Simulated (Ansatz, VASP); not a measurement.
**Hf2S in VASP and in Ansatz**

Contents of POSCAR:

```
Hf2S
1.0
   -3.3814293755      0.0000000000      0.0000000000
   -1.6907146878     -2.9284037403      0.0000000000
    0.0000000000      0.0000000000     11.7409506909
Hf S
4 2
Direct
    0.6666666667      0.6666666667      0.8997311381
    0.3333333333      0.3333333333      0.3997311381
    0.6666666667      0.6666666667      0.6002688619
    0.3333333333      0.3333333333      0.1002688619
    1.0000000000      1.0000000000      0.7500000000
    0.0000000000      0.0000000000      0.2500000000
```

The input INCAR.step1:

```
PREC = Accurate ; ENCUT = 520
ISMEAR = 0 ; SIGMA = 0.15
LREAL = False ; LASPH = True
NELM = 80 ; NBANDS = 35
GGA = PE ; ALGO = Normal
EDIFF = 1E-4 ; LWAVE = True
LCHARG = False
```

INCAR.step2

```
PREC = Accurate ; ENCUT = 520
EDIFF = 1E-6 ; ISMEAR = 0
SIGMA = 0.15 ; LREAL = False
LASPH = True ; NELM = 80
ALGO = Normal ; ISIF = 2
LWAVE = False ; LCHARG = True
METAGGA = R2SCAN ; LMIXTAU = True
LELF = True ; LVHAR = True
NBANDS = 35 ; ISTART = 1
```

File KPOINTS:

```
Automatic mesh
0
Gamma
  16 16 4
```

Input for Ansatz:

```yaml
crystal:
  lattice:
    - [-3.3814293755, 0.0, 0.0]
    - [-1.6907146878, -2.9284037403, 0.0]
    - [0.0, 0.0, 11.7409506909]
  atoms:
    - { symbol: Hf, position: [0.6666666667, 0.6666666667, 0.8997311381] }
    - { symbol: Hf, position: [0.3333333333, 0.3333333333, 0.3997311381] }
    - { symbol: Hf, position: [0.6666666667, 0.6666666667, 0.6002688619] }
    - { symbol: Hf, position: [0.3333333333, 0.3333333333, 0.1002688619] }
    - { symbol: S, position: [1.0, 1.0, 0.75] }
    - { symbol: S, position: [0.0, 0.0, 0.25] }
basis:
  ecutwfc: 500
kpoints:
  mp_grid: { grid: [16, 16, 4] }
hamiltonian:
  xc: r2scan
scf:
  occupations: { method: gaussian, width: 0.15 }
output:
  forces: true
  stress: true
  eigenvalues: true
  write_density: true
  write_potential: true
  elf: true
  volumetric_format: npy
```

Alike in both runs: task single point; functional r2SCAN; k mesh 16 × 16 × 4; occupations gaussian, width 0.15 eV; no spin polarisation.

```csv
,VASP,Ansatz
version,VASP 6.6.1,Ansatz 0.2.0
potentials or method,"VASP PAW PBE potentials, release 64 (Hf_pv, S), cutoff 520 eV","scalar-relativistic, plane waves, PAW"
valence electrons in the cell,52,116
```

VASP gave:

```
gap on the k mesh at the Fermi level (eV)                     : none
pressure (GPa)                                                : -0.9
traceless stress, the component that is largest in VASP (GPa) : 0.03
rms of the force components (eV/Å)                            : 0.005
```

**Question.** Which values does Ansatz return?

**Answer.** gap on the k mesh at the Fermi level (eV): none; pressure (GPa): 0.0; traceless stress, the component that is largest in VASP (GPa): 0.14; rms of the force components (eV/Å): 0.002.

VASP's potentials were made for PBE, not for r2SCAN. Atom by atom the forces differ by 0.003 eV/Å (rms over components). A gap of «none» marks a metal or a gap that the smearing closes. VASP's potentials hold 52 valence electrons a cell and Ansatz's 116, so a difference there can come from the potentials and not from the codes.

Neither program's run includes spin-orbit coupling.
